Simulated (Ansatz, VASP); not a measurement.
One calculation of Ti, two programs

Contents of INCAR:

```
SYSTEM = Ti
PREC     = Accurate       ! precision mode
ENCUT    = 520            ! plane-wave cutoff, eV
EDIFF    = 1E-7           ! SCF threshold, eV
ISMEAR   = 0              ! smearing method
SIGMA    = 0.15           ! smearing width, eV
LREAL    = .FALSE.        ! projectors in reciprocal space
LASPH    = .TRUE.         ! aspherical terms in the spheres
NELM     = 100            ! most SCF steps
ALGO     = Fast           ! electronic algorithm
ISIF     = 2              ! what is computed and relaxed
LWAVE    = .FALSE.        ! write WAVECAR
LCHARG   = .FALSE.        ! write CHGCAR
GGA      = CA             ! functional
NBANDS   = 12             ! bands
```

File KPOINTS:

```
Automatic mesh
0
G
  20 20 20
  0 0 0
```

The input POSCAR:

```
Ti
1.0
    0.0000000000      1.9655246843      2.0005340298
    1.9655246843      0.0000000000      2.0005340298
    1.9655246843      1.9655246843      0.0000000000
Ti
1
Direct
    0.0000000000      0.0000000000      0.0000000000
```

Input for Ansatz:

```yaml
crystal:
  lattice:
    - [0.0, 1.9655246843, 2.0005340298]
    - [1.9655246843, 0.0, 2.0005340298]
    - [1.9655246843, 1.9655246843, 0.0]
  atoms:
    - { symbol: Ti, position: [0.0, 0.0, 0.0] }
basis:
  ecutwfc: 520.0
kpoints:
  mp_grid: { grid: [20, 20, 20] }
hamiltonian:
  xc: lda
  pseudopotentials: { kind: paw, azcp: { folder: soft_1 } }
scf:
  occupations: { method: gaussian, width: 0.15 }
output:
  forces: true
  stress: true
  eigenvalues: true
```

Change from the starting cell: normal strain along x -0.0175, normal strain along y -0.0175.

Alike in both runs: task single point; functional LDA; k mesh 20 × 20 × 20; occupations gaussian, width 0.15 eV; no spin polarisation.

|  | VASP | Ansatz |
| --- | --- | --- |
| version | VASP 6.6.1 | Ansatz 0.2.0 |
| potentials or method | VASP PAW LDA potentials, release 64 (Ti_sv), cutoff 520 eV | scalar-relativistic, plane waves, PAW |
| valence electrons in the cell | 12 | 12 |

Ansatz gave:

| Item | Value |
| --- | --- |
| gap on the k mesh at the Fermi level (eV) | none |
| pressure (GPa) | 4.7 |
| traceless stress, the component that is largest in VASP (GPa) | -0.42 |

Estimate VASP's values.

gap on the k mesh at the Fermi level (eV): none; pressure (GPa): 4.4; traceless stress, the component that is largest in VASP (GPa): -0.42.

Ansatz warns that its potentials were made for another functional, while VASP's fit it. LDA's correlation is that of Perdew and Zunger in VASP and of Perdew and Wang (1992) in Ansatz. A gap of «none» marks a metal or a gap that the smearing closes.
